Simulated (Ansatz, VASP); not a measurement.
## Si2Ni in VASP and in Ansatz

INCAR

```
SYSTEM = Si2Ni
PREC     = Accurate       ! precision mode
ENCUT    = 600            ! plane-wave cutoff, eV
EDIFF    = 1E-6           ! SCF threshold, eV
ISMEAR   = -1             ! smearing method
SIGMA    = 0.05           ! smearing width, eV
LREAL    = .False.        ! projectors in reciprocal space
LASPH    = .True.         ! aspherical terms in the spheres
NELM     = 150            ! most SCF steps
ALGO     = Normal         ! electronic algorithm
ISIF     = 3              ! what is computed and relaxed
LWAVE    = .False.        ! write WAVECAR
LCHARG   = .False.        ! write CHGCAR
ISPIN    = 2              ! spin polarisation
MAGMOM   = 1 0 0          ! initial moments
LORBIT   = 11             ! projections on sites
LMAXMIX  = 4              ! l up to which the mixer works
LDAU     = .True.         ! DFT+U
LDAUTYPE = 2            
LDAUL    = 2 -1           ! shell
LDAUU    = 1 0            ! U, eV
LDAUJ    = 0 0          
LDAUPRINT= 1            
GGA      = PE             ! functional
IBRION   = 2              ! ionic algorithm
NSW      = 60             ! ionic steps
EDIFFG   = -0.01          ! ionic threshold
```

The input KPOINTS:

```
Automatic mesh
0
Gamma
  9 9 9
  0 0 0
```

File POSCAR:

```
Si2Ni
1.0
    0.0000000000      2.7030000000      2.7030000000
    2.7030000000      0.0000000000      2.7030000000
    2.7030000000      2.7030000000      0.0000000000
Ni Si
1 2
Direct
    0.0000000000      0.0000000000      0.0000000000
    0.7500000000      0.7500000000      0.7500000000
    0.2500000000      0.2500000000      0.2500000000
```

Contents of input.yaml:

```yaml
crystal:
  lattice:
    - [0.0, 2.703, 2.703]
    - [2.703, 0.0, 2.703]
    - [2.703, 2.703, 0.0]
  atoms:
    - { symbol: Ni, position: [0.0, 0.0, 0.0], spin: 1.0 }
    - { symbol: Si, position: [0.75, 0.75, 0.75] }
    - { symbol: Si, position: [0.25, 0.25, 0.25] }
hamiltonian:
  xc: pbe
  pseudopotentials: { kind: paw }
  hubbard: { sites: [{ species: Ni, l: d, u_eff: 1.0 }] }
magnetization:
  spin_polarized: true
kpoints:
  mp_grid: { grid: [9, 9, 9] }
scf:
  occupations: { method: fermi_dirac, width: 0.05 }
output:
  forces: true
  stress: true
  eigenvalues: true
relax:
  f_tol: 0.01
  max_steps: 40
  cell: { stress_tol: 0.05 }
```

Alike in both runs: task relaxation of cell and atoms; functional PBE; k mesh 9 × 9 × 9; occupations fermi-dirac, width 0.05 eV; collinear spin; Hubbard terms Ni d U = 1.0 eV.

|  | VASP | Ansatz |
| --- | --- | --- |
| version | VASP 6.6.1 | Ansatz 0.2.0 |
| potentials or method | VASP PAW PBE potentials, release 64 (Ni, Si) | Ansatz PAW |
| plane-wave cutoff (eV) | 600 | 420 |
| valence electrons in the cell | 18 | 26 |

```tsv
	VASP	Ansatz	Ansatz less VASP
gap on the k mesh at the Fermi level, each at its own relaxed structure (eV)	none	none	-
net moment per atom (μB)	0.00	0.00	0.000
relaxed volume (Å³/atom)	13.43	13.49	+0.067
relaxed cell length with the largest relative difference (Å)	3.848	3.854	+0.0064
```

The programs project onto different local orbitals, so the same U acts differently, and such runs can settle in different states. A gap of «none» marks a metal or a gap that the smearing closes. VASP's potentials hold 18 valence electrons a cell and Ansatz's 26, so a difference there can come from the potentials and not from the codes.

Noted on Ansatz's run: the magnetic or orbital state may not be the lowest; the plane-wave basis is chosen anew once the cell has moved, so the energies of steps on either side of that aren't comparable.
